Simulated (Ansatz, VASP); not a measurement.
One calculation of Ag2IBr, two programs

```
CELL_PARAMETERS angstrom
4.27331 0.00000 0.00000
0.00000 4.27331 0.00000
0.00000 0.00000 5.94761
ATOMIC_POSITIONS crystal
Br 0.00000 0.00000 0.00000
Ag 0.00000 0.00000 0.50000
Ag 0.50000 0.50000 0.00000
I 0.50000 0.50000 0.50000
```

Alike in both runs: task single point; functional PBE; k mesh 6 × 6 × 4; no spin polarisation.

|  | VASP | Ansatz |
| --- | --- | --- |
| version | VASP 6.6.1 | Ansatz 0.2.0 |
| potentials or method | VASP PAW PBE potentials, release 64 (Br, Ag, I) | plane waves, PAW |
| plane-wave cutoff (eV) | 520 | 420 |
| occupations | gaussian, width 0.01 eV | fixed |
| valence electrons in the cell | 36 | 62 |

```tsv
	VASP	Ansatz	Ansatz less VASP
gap on the k mesh at the Fermi level (eV)	0.56	0.56	-0.002
pressure (GPa)	-0.1	0.0	+0.07
```

VASP's potentials hold 36 valence electrons a cell and Ansatz's 62, so a difference there can come from the potentials and not from the codes.

Neither program's run includes spin-orbit coupling.
